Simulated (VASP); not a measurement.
Runs of VASP 6.6.1 on MgSc2C2. The structure is that of space group P-3m1 (No. 164), or close to it. The cells are those of the table. 

```csv
task,cell,k mesh,cutoff (eV),gap on the mesh (eV),pressure (GPa),largest force (eV/Å)
relaxation of cell and atoms,"relaxed from a = 3.826, b = 3.826, c = 6.478 Å, angles 90.0, 90.0, 120.0°, 5 atoms",6 × 6 × 4,600,none,-0.2,0.02
single point,"a = 3.966, b = 3.966, c = 4.948 Å, angles 90.0, 90.0, 120.0°, 5 atoms",6 × 6 × 4,520,none,(b),(a)
single point,"a = 3.826, b = 3.826, c = 6.478 Å, angles 90.0, 90.0, 120.0°, 5 atoms",6 × 6 × 4,520,-,-7.3,2.93
single point,"a = 3.967, b = 3.967, c = 4.948 Å, angles 90.0, 90.0, 120.0°, 5 atoms",12 × 12 × 8,520,none,0.3,0.01
```

Alike in all rows: level PBE; potentials or basis VASP PAW PBE potentials, release 64 (Mg, Sc_sv, C); no spin polarisation; smearing gaussian 0.1 eV.

**Question.** Estimate the missing entries.

**Answer.** (a) 0.04; (b) 0.4.

Caveats: forces of over 1 eV/Å act on the atoms, so gaps and moduli don't describe the material at rest (some runs).

A gap of «none» marks levels without a gap at the run's occupations.
